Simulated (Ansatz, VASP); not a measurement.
# Al in VASP and in Ansatz

```
Al
1.0
     0.00000    2.01000    2.01000
     2.01000    0.00000    2.01000
     2.01000    2.01000    0.00000
Al
1
Direct
  0.00000 0.00000 0.00000
```

Alike in both runs: task single point; functional r2SCAN; k mesh 8 × 8 × 8; occupations gaussian, width 0.1 eV; no spin polarisation.

|  | VASP | Ansatz |
| --- | --- | --- |
| version | VASP 6.6.1 | Ansatz 0.2.0 |
| potentials or method | VASP PAW PBE potentials, release 64 (Al), cutoff 550 eV | scalar-relativistic, plane waves, PAW |
| valence electrons in the cell | 3 | 3 |

Ansatz gave:

```
gap on the k mesh at the Fermi level (eV) : none
pressure (GPa)                            : -1.6
```

Task: Which values does VASP return?

Result: gap on the k mesh at the Fermi level (eV): none; pressure (GPa): -1.8.

VASP's potentials were made for PBE, not for r2SCAN. A gap of «none» marks a metal or a gap that the smearing closes.
